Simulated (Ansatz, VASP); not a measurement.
## One calculation of InSb, two programs

```
In Sb
1.0
     0.00000    3.19051    3.19051
     3.19051    0.00000    3.19051
     3.19051    3.19051    0.00000
In Sb
1 1
Direct
  0.00000 0.00000 0.00000
  0.75000 0.75000 0.75000
```

Change from the starting cell: strain -0.015 along x and y, -0.015 along z, atoms carried along.

Alike in both runs: task single point; functional PBE; k mesh 12 × 12 × 12; occupations gaussian, width 0.15 eV; no spin polarisation.

|  | VASP | Ansatz |
| --- | --- | --- |
| version | VASP 6.6.1 | Ansatz 0.2.0 |
| potentials or method | VASP PAW PBE potentials, release 64 (In_d, Sb), cutoff 520 eV | scalar-relativistic, plane waves, PAW |
| valence electrons in the cell | 18 | 28 |

```csv
,VASP,Ansatz,Ansatz less VASP
gap on the k mesh at the Fermi level (eV),none,none,-
pressure (GPa),5.7,5.7,+0.02
```

A gap of «none» marks a metal or a gap that the smearing closes. VASP's potentials hold 18 valence electrons a cell and Ansatz's 28, so a difference there can come from the potentials and not from the codes.

Spin-orbit coupling is off throughout.
